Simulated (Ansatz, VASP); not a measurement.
# Ti12H in VASP and in Ansatz

```
CELL_PARAMETERS angstrom
5.90000 0.00000 0.00000
-4.42500 7.66432 0.00000
0.00000 0.00000 4.68460
ATOMIC_POSITIONS crystal
Ti 0.00035 0.00083 0.00449
Ti 0.16433 0.22033 0.50086
Ti 0.00300 0.33100 0.00117
Ti 0.17572 0.55890 0.49994
Ti 0.00246 0.67044 0.99886
Ti 0.16821 0.89050 0.49931
Ti 0.49804 0.99884 0.00192
Ti 0.66314 0.21820 0.50178
Ti 0.49168 0.33070 0.00088
Ti 0.66295 0.55832 0.50044
Ti 0.50177 0.66910 0.00072
Ti 0.66549 0.88841 0.49706
H 0.83195 0.44517 0.75189
```

Alike in both runs: functional PBEsol; k mesh 4 × 3 × 5; occupations gaussian, width 0.1 eV; no spin polarisation.

Ansatz relaxed the structure, and its values are those at the end. VASP's run is a single point on that final structure, the one shown.

|  | VASP | Ansatz |
| --- | --- | --- |
| version | VASP 6.6.1 | Ansatz 0.2.0 |
| potentials or method | VASP PAW PBE potentials, release 64 (Ti_sv, H), cutoff 520 eV | scalar-relativistic, plane waves, PAW |
| valence electrons in the cell | 145 | 145 |

```csv
,VASP,Ansatz,Ansatz less VASP
rms of the force components (eV/Å),0.012,0.012,-0.0002
```

VASP's potentials were made for PBE, not for PBEsol.
